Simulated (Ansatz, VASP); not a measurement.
Sn: VASP beside Ansatz

The input POSCAR:

```
Sn
1.0
   -1.6850289171      1.6850289171      2.3826308888
    1.6850289171     -1.6850289171      2.3826308888
    1.6850289171      1.6850289171     -2.3826308888
Sn
1
Direct
    0.0000000000      0.0000000000      0.0000000000
```

INCAR.step1

```
SYSTEM = Sn
PREC     = Accurate       ! precision mode
ENCUT    = 520            ! plane-wave cutoff, eV
ISMEAR   = 0              ! smearing method
SIGMA    = 0.15           ! smearing width, eV
LREAL    = .False.        ! projectors in reciprocal space
LASPH    = .True.         ! aspherical terms in the spheres
NELM     = 100            ! most SCF steps
NBANDS   = 13             ! bands
GGA      = PE             ! functional
ALGO     = Normal         ! electronic algorithm
EDIFF    = 1E-4           ! SCF threshold, eV
LWAVE    = .True.         ! write WAVECAR
LCHARG   = .False.        ! write CHGCAR
```

INCAR.step2

```
SYSTEM = Sn
PREC     = Accurate       ! precision mode
ENCUT    = 520            ! plane-wave cutoff, eV
EDIFF    = 1E-6           ! SCF threshold, eV
ISMEAR   = 0              ! smearing method
SIGMA    = 0.15           ! smearing width, eV
LREAL    = .False.        ! projectors in reciprocal space
LASPH    = .True.         ! aspherical terms in the spheres
NELM     = 100            ! most SCF steps
ALGO     = Normal         ! electronic algorithm
ISIF     = 2              ! what is computed and relaxed
LWAVE    = .False.        ! write WAVECAR
LCHARG   = .False.        ! write CHGCAR
METAGGA  = R2SCAN         ! meta-GGA
LMIXTAU  = .True.       
NBANDS   = 13             ! bands
ISTART   = 1
```

KPOINTS

```
Automatic mesh
0
Gamma
  24 24 24
  0 0 0
```

Input for Ansatz:

```yaml
crystal:
  lattice:
    - [-1.6850289171, 1.6850289171, 2.3826308888]
    - [1.6850289171, -1.6850289171, 2.3826308888]
    - [1.6850289171, 1.6850289171, -2.3826308888]
  atoms:
    - { symbol: Sn, position: [0.0, 0.0, 0.0] }
basis:
  ecutwfc: 500
kpoints:
  mp_grid: { grid: [24, 24, 24] }
hamiltonian:
  xc: r2scan
scf:
  occupations: { method: gaussian, width: 0.15 }
output:
  forces: true
  stress: true
  eigenvalues: true
```

Alike in both runs: task single point; functional r2SCAN; k mesh 24 × 24 × 24; occupations gaussian, width 0.15 eV; no spin polarisation.

|  | VASP | Ansatz |
| --- | --- | --- |
| version | VASP 6.6.1 | Ansatz 0.2.0 |
| potentials or method | VASP PAW PBE potentials, release 64 (Sn_d), cutoff 520 eV | scalar-relativistic, plane waves, PAW |
| valence electrons in the cell | 14 | 14 |

```csv
,VASP,Ansatz,Ansatz less VASP
gap on the k mesh at the Fermi level (eV),none,none,-
pressure (GPa),0.5,0.5,+0.01
```

VASP's potentials were made for PBE, not for r2SCAN. A gap of «none» marks a metal or a gap that the smearing closes.
